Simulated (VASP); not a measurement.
# KF (I4mm) in VASP: a series of runs

Runs on KF. Level: r2SCAN. Tasks: single point.

Everything below comes from runs of VASP 6.6.1. Logs are shortened: lines on timing, memory, paths and dates and some standing lists are left out, and cuts for length are marked.

**1. The cell of the first run**

The structure is tetragonal, space group I4mm (No. 107). Conventional cell: a = 3.781 Å, b = 3.781 Å, c = 5.347 Å, α = 90.00°, β = 90.00°, γ = 90.00°. K (site symmetry 4mm) has 6 F at 2.42 to 2.92 Å within 3.2 Å. F (site symmetry 4mm) has 6 K at 2.42 to 2.92 Å within 3.2 Å.

**2. Single point, r2SCAN (all F atoms moved -0.250 Å, as atom 2 along Cartesian [1 0 0])**

Input file POSCAR:

```
KF
1.0
    0.0000000000      2.6735000000      2.6735000000
    2.6735000000      0.0000000000      2.6735000000
    2.6735000000      2.6735000000      0.0000000000
K F
1 1
Direct
    0.0000000000      0.0000000000      0.0000000000
    0.5467551898      0.4532448102      0.4532448102
```

Input file INCAR.step1:

```
  PREC = Accurate
  ENCUT = 520
  ISMEAR = 0
  SIGMA = 0.05
  LREAL = F
  LASPH = T
  NELM = 100
  NBANDS = 15
  GGA = PE
  ALGO = Normal
  EDIFF = 1E-4
  LWAVE = T
  LCHARG = F
```

Input file INCAR.step2:

```
  PREC = Accurate
  ENCUT = 520
  EDIFF = 1E-6
  ISMEAR = 0
  SIGMA = 0.05
  LREAL = F
  LASPH = T
  NELM = 100
  ALGO = Normal
  ISIF = 2
  LWAVE = F
  LCHARG = F
  METAGGA = R2SCAN
  LMIXTAU = T
  NBANDS = 15
  ISTART = 1
```

Input file KPOINTS:

```
Automatic mesh
0
Gamma
  8 8 8
```

Potentials or basis: VASP PAW PBE potentials, release 64 (K_sv, F).

Launch:

```console
$ cat potpaw_PBE.64/K_sv/POTCAR potpaw_PBE.64/F/POTCAR > POTCAR
$ cp INCAR.step1 INCAR
$ mpirun -np 1 vasp_std > vasp.out
$ cp INCAR.step2 INCAR
$ mpirun -np 1 vasp_std > vasp.out
```

OUTCAR:

```text
PREC = Accurate
   ENCUT = 520
   EDIFF = 1E-6
   ISMEAR = 0
   LREAL = F
   LASPH = T
   NELM = 100
   ISIF = 2
   METAGGA = R2SCAN
   ISTART = 1

 ion  position               nearest neighbor table
   1  0.000  0.000  0.000-   2 2.42   2 2.69   2 2.69   2 2.69   2 2.69
   2  0.547  0.453  0.453-   1 2.42   1 2.69   1 2.69   1 2.69   1 2.69

  LATTYP: Found a face centered cubic cell.
 ALAT       =     5.3470000000

  Lattice vectors:

 A1 = (   0.0000000000,   2.6735000000,   2.6735000000)
 A2 = (   2.6735000000,   0.0000000000,   2.6735000000)
 A3 = (   2.6735000000,   2.6735000000,   0.0000000000)

Analysis of symmetry for initial positions (statically):
=====================================================================
 Subroutine PRICEL returns:
 Original cell was already a primitive cell.

 Routine SETGRP: Setting up the symmetry group for a
 face centered cubic supercell.

 Subroutine GETGRP returns: Found  8 space group operations
 (whereof  8 operations were pure point group operations)
 out of a pool of 48 trial point group operations.

The static configuration has the point symmetry C_4v.

Analysis of symmetry for dynamics (positions and initial velocities):
=====================================================================
 Subroutine PRICEL returns:
 Original cell was already a primitive cell.

 Routine SETGRP: Setting up the symmetry group for a
 face centered cubic supercell.

 Subroutine GETGRP returns: Found  8 space group operations
 (whereof  8 operations were pure point group operations)
 out of a pool of 48 trial point group operations.

The dynamic configuration has the point symmetry C_4v.

 Subroutine INISYM returns: Found  8 space group operations
 (whereof  8 operations are pure point group operations),
 and found     1 'primitive' translations

----------------------------------------------------------------------------------------

                                     Primitive cell

  volume of cell :      38.2182

  direct lattice vectors                    reciprocal lattice vectors
     0.000000000  2.673500000  2.673500000    -0.187020759  0.187020759  0.187020759
     2.673500000  0.000000000  2.673500000     0.187020759 -0.187020759  0.187020759
     2.673500000  2.673500000  0.000000000     0.187020759  0.187020759 -0.187020759

  length of vectors
     3.780899959  3.780899959  3.780899959     0.323929457  0.323929457  0.323929457

  position of ions in fractional coordinates (direct lattice)
     0.000000000  0.000000000  0.000000000
     0.546755190  0.453244810  0.453244810

  ion indices of the primitive-cell ions
   primitive index   ion index
                 1           1
                 2           2

----------------------------------------------------------------------------------------

 KPOINTS: Automatic mesh

Automatic generation of k-mesh.
 Grid dimensions read from file:
 generate k-points for:    8    8    8

 Generating k-lattice:

  Cartesian coordinates                     Fractional coordinates (reciprocal lattice)
    -0.023377595  0.023377595  0.023377595     0.125000000  0.000000000  0.000000000
     0.023377595 -0.023377595  0.023377595     0.000000000  0.125000000  0.000000000
     0.023377595  0.023377595 -0.023377595     0.000000000  0.000000000  0.125000000

  Length of vectors
     0.040491182  0.040491182  0.040491182

  Shift w.r.t. Gamma in fractional coordinates (k-lattice)
     0.000000000  0.000000000  0.000000000

 Subroutine IBZKPT returns following result:
 ===========================================

 Found     59 irreducible k-points:

 Following reciprocal coordinates:
            Coordinates               Weight
  0.000000  0.000000  0.000000      1.000000
  0.125000  0.000000  0.000000      8.000000
  0.250000  0.000000  0.000000      8.000000
  0.375000  0.000000  0.000000      8.000000
  0.500000  0.000000  0.000000      4.000000
  0.125000  0.125000  0.000000      4.000000
[... 16 lines left out ...]
  0.000000  0.375000  0.250000      8.000000
  0.500000  0.250000  0.000000     16.000000
 [... further k-points ...]
   k-points           NKPTS =     59   k-points in BZ     NKDIM =     59   number of bands    NBANDS=     15
   number of dos      NEDOS =    301   number of ions     NIONS =      2
   total plane-waves  NPLWV =  21952
   dimension x,y,z NGX =    28 NGY =   28 NGZ =   28
   dimension x,y,z NGXF=    56 NGYF=   56 NGZF=   56
   ions per type =               1   1
   NGX,Y,Z   is equivalent  to a cutoff of  12.31, 12.31, 12.31 a.u.
   NGXF,Y,Z  is equivalent  to a cutoff of  24.62, 24.62, 24.62 a.u.
 SYSTEM =  unknown system
   PREC   = accura    normal or accurate (medium, high low for compatibility)
   ISTART =      1    job   : 0-new  1-cont  2-samecut
   ICHARG =      0    charge: 1-file 2-atom 10-const
   ISPIN  =      1    spin polarized calculation?
   LNONCOLLINEAR =      F non collinear calculations
   LSORBIT =      F    spin-orbit coupling
   LASPH  =      T    aspherical Exc in radial PAW
   ENCUT  =  520.0 eV  38.22 Ry    6.18 a.u.   7.03  7.03  7.03*2*pi/ulx,y,z
   NELM   =    100;   NELMIN=  2; NELMDL=  0     # of ELM steps
   EDIFF  = 0.1E-05   stopping-criterion for ELM
   LREAL  =      F    real-space projection
   EDIFFG = 0.1E-04   stopping-criterion for IOM
   NSW    =      0    number of steps for IOM
   IBRION =     -1    ionic relax: 0-MD 1-quasi-New 2-CG
   NFREE  =      0    steps in history (QN), initial steepest desc. (CG)
   ISIF   =      2    stress and relaxation
   ISYM   =      2    0-nonsym 1-usesym 2-fastsym
   POTIM  = 0.5000    time-step for ionic-motion
   TEBEG  =    0.0;   TEEND  =   0.0 temperature during run
   PSTRESS=    0.0 pullay stress
   NELECT =      16.0000    total number of electrons
   NUPDOWN=      -1.0000    fix difference up-down
   EMIN   =  10.00;   EMAX   =-10.00  energy-range for DOS
   EFERMI =   0.00;   METHOD = LEGACY
   ISMEAR =     0;   SIGMA  =   0.05  broadening in eV -4-tet -1-fermi 0-gaus
   EFERMI_NEDOS =   21; number of points for ismear=-14 and -15
   IALGO  =     38    algorithm
   IMIX   =      4    mixing-type and parameters
     AMIX     =   0.40;   BMIX     =  1.00
     AMIX_MAG =   1.60;   BMIX_MAG =  1.00
  volume/ion in A,a.u.               =      19.11       128.95
  Fermi-wavevector in a.u.,A,eV,Ry     =   1.224686  2.314320 20.406766  1.499855
  Thomas-Fermi vector in A             =   2.359751
   LORBIT       =      0    0 simple, 1 ext, 2 COOP (PROOUT), +10 PAW based schemes
   METAGGA = R2SCAN    functional components
   LHFCALC =     F    Hartree Fock is set to
   AEXX    =    0.0000 exact exchange contribution
   IVDW    =     0    specifies the selected vdW correction
   LEPSILON=     F    determine dielectric tensor
   LRPA    =     F    only Hartree local field effects (RPA)
 non-spin polarized calculation
 Gauss-broadening in eV      SIGMA  =   0.05
  energy-cutoff  :      520.00
  volume of cell :       38.22
 maximum number of plane-waves:      1056
   NGX = 13   NGY = 13   NGZ = 13

 number of electron      16.0000002 magnetization

 Free energy of the ion-electron system (eV)
  ---------------------------------------------------
  ext. energy  EPLUGINS =         0.00000000
  ---------------------------------------------------
  free energy    TOTEN  =       -14.91178796 eV

  energy without entropy =      -14.91178796  energy(sigma->0) =      -14.91178796

 E-fermi :  -3.1372     XC(G=0):  -8.8751

 val. band max:       -3.3787342664   @ k =   0.0000   0.0000   0.0000
 cond. band min:       3.4440001763   @ k =   0.0000   0.0000   0.0000
 fundamental gap:      6.8227344427
 Fermi energy:        -3.1372404766

 k-point     1 :       0.0000    0.0000    0.0000
  band No.  band energies     occupation
      1     -30.4510      2.00000
      2     -23.1677      2.00000
      3     -12.9373      2.00000
      4     -12.9333      2.00000
      5     -12.9333      2.00000
      6      -3.4101      2.00000
      7      -3.4101      2.00000
      8      -3.3787      2.00000
      9       3.4440      0.00000
     10       8.1213      0.00000
     11       8.2207      0.00000
     12       8.2207      0.00000
     13       9.9725      0.00000
     14      10.1558      0.00000
     15      13.7835      0.00000

 k-point     2 :       0.1250    0.0000    0.0000
  band No.  band energies     occupation
      1     -30.4370      2.00000
      2     -23.1821      2.00000
      3     -12.9809      2.00000
      4     -12.9395      2.00000
      5     -12.9368      2.00000
      6      -3.5377      2.00000
      7      -3.4537      2.00000
      8      -3.4189      2.00000
      9       3.8725      0.00000
     10       7.8426      0.00000
     11       8.3700      0.00000
     12       8.4106      0.00000
     13      10.1258      0.00000
     14      10.3119      0.00000
     15      14.6093      0.00000

 k-point     3 :       0.2500    0.0000    0.0000
  band No.  band energies     occupation
      1     -30.4027      2.00000
      2     -23.2152      2.00000
      3     -13.0737      2.00000
      4     -12.9568      2.00000
      5     -12.9542      2.00000
      6      -3.8032      2.00000
      7      -3.5576      2.00000
      8      -3.5232      2.00000
      9       4.9438      0.00000
     10       7.3951      0.00000
     11       8.8710      0.00000
     12       8.8944      0.00000
     13      10.5764      0.00000
     14      10.7592      0.00000
     15      15.8989      0.00000

 k-point     4 :       0.3750    0.0000    0.0000
  band No.  band energies     occupation
      1     -30.3680      2.00000
      2     -23.2487      2.00000
      3     -13.1647      2.00000
      4     -12.9775      2.00000
      5     -12.9687      2.00000
      6      -4.0319      2.00000
      7      -3.6596      2.00000
      8      -3.6281      2.00000
      9       6.0043      0.00000
     10       7.4221      0.00000
     11       9.3852      0.00000
     12       9.3945      0.00000
     13      11.2957      0.00000
     14      11.4997      0.00000
     15      14.7685      0.00000
[... 307 lines left out ...]
 k-point    22 :       0.3750    0.2500    0.0000
  band No.  band energies     occupation
      1     -30.3645      2.00000
      2     -23.2169      2.00000
      3     -13.2332      2.00000
      4     -13.0722      2.00000
      5     -13.0542      2.00000
      6      -3.8230      2.00000
      7      -3.5389      2.00000
      8      -3.4414      2.00000
      9       6.1748      0.00000
     10       6.3393      0.00000
     11       9.4108      0.00000
     12      10.2045      0.00000
     13      10.7310      0.00000
     14      11.2922      0.00000
     15      15.4437      0.00000

 k-point    23 :       0.0000    0.3750    0.2500
  band No.  band energies     occupation
      1     -30.3615      2.00000
      2     -23.2283      2.00000
      3     -13.1995      2.00000
      4     -13.0803      2.00000
      5     -13.0687      2.00000
      6      -3.7958      2.00000
      7      -3.4988      2.00000
      8      -3.4740      2.00000
      9       6.0805      0.00000
     10       6.2322      0.00000
     11       9.6581      0.00000
     12      10.1992      0.00000
     13      10.8900      0.00000
     14      11.1011      0.00000
     15      15.5242      0.00000

 k-point    24 :       0.5000    0.2500    0.0000
  band No.  band energies     occupation
      1     -30.3439      2.00000
      2     -23.2315      2.00000
      3     -13.2998      2.00000
      4     -13.1156      2.00000
      5     -13.0545      2.00000
      6      -3.8078      2.00000
      7      -3.6352      2.00000
      8      -3.5302      2.00000
      9       6.3893      0.00000
     10       7.2361      0.00000
     11       9.0802      0.00000
     12      10.4139      0.00000
     13      11.7188      0.00000
     14      12.0729      0.00000
     15      13.3861      0.00000

 [... further k-points ...]

------------------------ aborting loop because EDIFF is reached ----------------------------------------

  FORCE on cell =-STRESS in cart. coord.  units (eV):
  Direction    XX          YY          ZZ          XY          YZ          ZX
  --------------------------------------------------------------------------------------
  -------------------------------------------------------------------------------------
  Total        0.6970048     -0.1813399     -0.1813399      0.0000000      0.0000000      0.0000000
  in kB       29.2197011     -7.6020948     -7.6020948      0.0000000      0.0000000      0.0000000
  external PRESSURE =       4.6718372 kB  Pullay stress =       0.0000000 kB

 VOLUME and BASIS-vectors are now :
 -----------------------------------------------------------------------------
  energy-cutoff  :      520.00
  volume of cell :       38.22
      direct lattice vectors                 reciprocal lattice vectors
     0.000000000  2.673500000  2.673500000    -0.187020759  0.187020759  0.187020759
     2.673500000  0.000000000  2.673500000     0.187020759 -0.187020759  0.187020759
     2.673500000  2.673500000  0.000000000     0.187020759  0.187020759 -0.187020759

 POSITION                                       TOTAL-FORCE (eV/Angst)
 -----------------------------------------------------------------------------------
      0.00000      0.00000      0.00000        -0.554712      0.000000      0.000000
      2.42350      2.67350      2.67350         0.554712      0.000000      0.000000
 -----------------------------------------------------------------------------------
    total drift:                               -0.000683     -0.000001     -0.000001

  FREE ENERGIE OF THE ION-ELECTRON SYSTEM (eV)
  ---------------------------------------------------
  free  energy   TOTEN  =       -14.9117879565 eV

  energy  without entropy=      -14.9117879565  energy(sigma->0) =      -14.91178796
```

Run time: 4 min. Hardware: 1 thread of Intel Xeon 8259CL, shared host; peak memory 0.18 GiB.

Results:

```yaml
Free_energy: -14.9118 eV
Pressure: 0.5 GPa
Largest_force: 0.555 eV/Å
Band_gap_on_the_k_mesh: 6.82 eV
```

Forces in eV/Å, atoms in the order of the input:
```
K   -0.555  0.000  0.000
F    0.555  0.000  0.000
```

Stress tensor (GPa, compression positive):
```
 2.92  0.00  0.00
 0.00 -0.76  0.00
 0.00  0.00 -0.76
```

Levels at points of the mesh, in eV from the valence-band top:
| k point | band 4 | band 5 | band 6 | band 7 | band 8 | band 9 | band 10 | band 11 | band 12 | band 13 |
| --- | --- | --- | --- | --- | --- | --- | --- | --- | --- | --- |
| (0.00, 0.00, 0.00) | -9.55 | -9.55 | -0.03 | -0.03 | 0.00 | 6.82 | 11.50 | 11.60 | 11.60 | 13.35 |
| (0.50, 0.00, 0.00) | -9.61 | -9.60 | -0.74 | -0.32 | -0.29 | 9.68 | 11.14 | 12.96 | 13.02 | 15.17 |
| (0.50, 0.50, 0.00) | -9.76 | -9.76 | -0.20 | -0.12 | -0.02 | 8.96 | 11.13 | 12.45 | 14.70 | 15.16 |
| (0.00, 0.50, 0.50) | -9.77 | -9.77 | -0.14 | -0.05 | -0.05 | 8.80 | 10.97 | 12.46 | 14.68 | 15.16 |

Caveat: the cell differs from its parent crystal (all F atoms moved -0.250 Å, as atom 2 along Cartesian [1 0 0]); the PAW data sets were made with another functional, which shifts forces and pressure a little. A k mesh can miss the band edges.

**3. Single point, r2SCAN (all F atoms moved +0.438 Å, as atom 2 along Cartesian [1 0 0])**

POSCAR: that of step 2 with these lines changed.

```diff
@@ -9,2 +9,2 @@
     0.0000000000      0.0000000000      0.0000000000
-    0.5467551898      0.4532448102      0.4532448102
+    0.4181784178      0.5818215822      0.5818215822
```

Input file INCAR.step1:

```
ALGO     = Normal         # electronic algorithm
EDIFF    = 1E-4           # SCF threshold, eV
ENCUT    = 520            # plane-wave cutoff, eV
GGA      = PE             # functional
ISMEAR   = 0              # smearing method
LASPH    = T              # aspherical terms in the spheres
LCHARG   = F              # write CHGCAR
LREAL    = F              # projectors in reciprocal space
LWAVE    = T              # write WAVECAR
NBANDS   = 15             # bands
NELM     = 80             # most SCF steps
PREC     = Accurate       # precision mode
SIGMA    = 0.05           # smearing width, eV
```

Input file INCAR.step2:

```
ALGO     = Normal         # electronic algorithm
EDIFF    = 1E-7           # SCF threshold, eV
ENCUT    = 520            # plane-wave cutoff, eV
ISIF     = 2              # what is computed and relaxed
ISMEAR   = 0              # smearing method
ISTART   = 1            
LASPH    = T              # aspherical terms in the spheres
LCHARG   = T              # write CHGCAR
LELF     = T              # ELF
LMIXTAU  = T            
LREAL    = F              # projectors in reciprocal space
LVHAR    = T            
LWAVE    = F              # write WAVECAR
METAGGA  = R2SCAN         # meta-GGA
NBANDS   = 15             # bands
NELM     = 80             # most SCF steps
PREC     = Accurate       # precision mode
SIGMA    = 0.05           # smearing width, eV
```

Input file KPOINTS:

```
k-points
0
Gamma
  8 8 8
```

Potentials or basis: VASP PAW PBE potentials, release 64 (K_sv, F).

Launch:

```console
$ cat potpaw_PBE.64/K_sv/POTCAR potpaw_PBE.64/F/POTCAR > POTCAR
$ cp INCAR.step1 INCAR
$ mpirun -np 1 vasp_std > vasp.out
$ cp INCAR.step2 INCAR
$ mpirun -np 1 vasp_std > vasp.out
```

Run time: 4 min. Hardware: 1 thread of Intel Xeon 8259CL, shared host; peak memory 0.19 GiB.

Results (log left out):

| Item | Value |
| --- | --- |
| Free energy | -14.7302 eV |
| Pressure | 3.2 GPa |
| Largest force | 1.509 eV/Å |
| Band gap on the k mesh | 6.75 eV (least direct gap 6.80 eV) |

Forces on the atoms (eV/Å):
```
K    1.509  0.000  0.000
F   -1.509  0.000  0.000
```

Stress tensor (GPa, compression positive):
```
11.50  0.00  0.00
 0.00 -1.02  0.00
 0.00  0.00 -1.02
```

Levels at points of the mesh, in eV from the valence-band top:
| k point | band 5 | band 6 | band 7 | band 8 | band 9 | band 10 | band 11 | band 12 |
| --- | --- | --- | --- | --- | --- | --- | --- | --- |
| (0.00, 0.00, 0.00) | -9.50 | -0.18 | -0.18 | -0.05 | 6.75 | 11.53 | 11.84 | 11.84 |
| (0.50, 0.00, 0.00) | -9.55 | -0.78 | -0.39 | -0.27 | 9.63 | 10.97 | 12.96 | 13.07 |
| (0.50, 0.50, 0.00) | -9.70 | -0.32 | -0.27 | 0.00 | 9.27 | 10.89 | 12.45 | 14.78 |
| (0.00, 0.50, 0.50) | -9.73 | -0.11 | -0.11 | -0.06 | 8.79 | 10.46 | 12.50 | 14.73 |

Caveat: the cell differs from its parent crystal (all F atoms moved +0.438 Å, as atom 2 along Cartesian [1 0 0]); the cell stands under pressure; the PAW data sets were made with another functional, which shifts forces and pressure a little. A k mesh can miss the band edges.
